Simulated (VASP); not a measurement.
A run of VASP 6.6.1 is set up as follows.

INCAR

```
PREC = Accurate
ENCUT = 520
EDIFF = 1E-6
ISMEAR = 0
SIGMA = 0.01
LREAL = F
LASPH = T
NELM = 60
ALGO = Normal
ISIF = 2
LWAVE = F
LCHARG = T
GGA = CA
LELF = T
LVHAR = T
NBANDS = 35
```

KPOINTS

```
Automatic mesh
0
Gamma
  12 12 3
```

The input POSCAR:

```
WS2
1.0
    3.1268208267      0.0000000000      0.0000000000
   -1.5634104133      2.7079062690      0.0000000000
    0.0000000000      0.0000000000     12.1594272449
W S
2 4
Direct
    0.3333333333      0.6666666667      0.2500000000
    0.6666666667      0.3333333333      0.7500000000
    0.3333333333      0.6666666667      0.6215377977
    0.6666666667      0.3333333333      0.1215377977
    0.3333333333      0.6666666667      0.8784622023
    0.6666666667      0.3333333333      0.3784622023
```

Potentials or basis: VASP PAW LDA potentials, release 64 (W_sv, S).

Run with:

```bash
$ cat potpaw_LDA.64/W_sv/POTCAR potpaw_LDA.64/S/POTCAR > POTCAR
$ mpirun -np 1 vasp_std > vasp.out
```

**Question.** What does it give for the pressure?

**Answer.** 0.4 GPa.

**Question.** Estimate the band gap on the k mesh.

**Answer.** 0.85 eV (least direct gap 1.89 eV).

Forces in eV/Å, atoms in the order of the input:
```
W    0.000  0.000  0.000
W    0.000  0.000  0.000
S    0.000  0.000 -0.048
S    0.000  0.000 -0.048
S    0.000  0.000  0.048
S    0.000  0.000  0.048
```

Caveat: spin-orbit coupling is left out, which moves the levels of the heavy elements; an odd mesh through Γ misses points on the zone boundary, where band edges can lie. LDA gaps usually lie below the measured ones, often by a third to a half.
